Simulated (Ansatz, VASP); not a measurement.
## AlP in VASP and in Ansatz

The input INCAR:

```
SYSTEM = AlP
PREC = Accurate
ENCUT = 500
EDIFF = 1E-6
ISMEAR = 0
SIGMA = 0.1
LREAL = .False.
LASPH = .True.
NELM = 120
ALGO = Normal
ISIF = 2
LWAVE = .False.
LCHARG = .True.
GGA = PE
LELF = .True.
LVHAR = .True.
NBANDS = 16
GGA_COMPAT = .False.
```

The input KPOINTS:

```
Automatic mesh
0
Gamma
  6 4 6
  0 0 0
```

Contents of POSCAR:

```
AlP
1.0
    3.8942773809      0.0000000000      0.0000000000
    0.0000000000      5.5073398878      0.0000000000
    0.0000000000      0.0000000000      3.8942773809
Al P
2 2
Direct
    0.0000000000      0.0000000000      0.0000000000
    0.5000000000      0.5000000000      0.5000000000
    0.0000000000      0.2500000000      0.5000000000
    0.5000000000      0.7500000000      0.0000000000
```

Input for Ansatz:

```yaml
crystal:
  lattice:
    - [3.8942773809, 0.0, 0.0]
    - [0.0, 5.5073398878, 0.0]
    - [0.0, 0.0, 3.8942773809]
  atoms:
    - { symbol: Al, position: [0.0, 0.0, 0.0] }
    - { symbol: Al, position: [0.5, 0.5, 0.5] }
    - { symbol: P, position: [0.0, 0.25, 0.5] }
    - { symbol: P, position: [0.5, 0.75, 0.0] }
basis:
  ecutwfc: 420
kpoints:
  mp_grid: { grid: [6, 4, 6] }
hamiltonian:
  xc: pbe
  pseudopotentials: { kind: paw }
scf:
  occupations: { method: gaussian, width: 0.1 }
output:
  forces: true
  stress: true
  eigenvalues: true
```

Alike in both runs: task single point; functional PBE; k mesh 6 × 4 × 6; occupations gaussian, width 0.1 eV; no spin polarisation.

```csv
,VASP,Ansatz
version,VASP 6.6.1,Ansatz 0.2.0
potentials or method,"VASP PAW PBE potentials, release 64 (Al, P), cutoff 500 eV","scalar-relativistic, plane waves, PAW"
valence electrons in the cell,16,16
```

|  | VASP | Ansatz | Ansatz less VASP |
| --- | --- | --- | --- |
| gap on the k mesh at the Fermi level (eV) | 1.63 | 1.63 | +0.002 |
| least direct gap on the mesh (eV) | 1.63 | 1.63 | +0.002 |
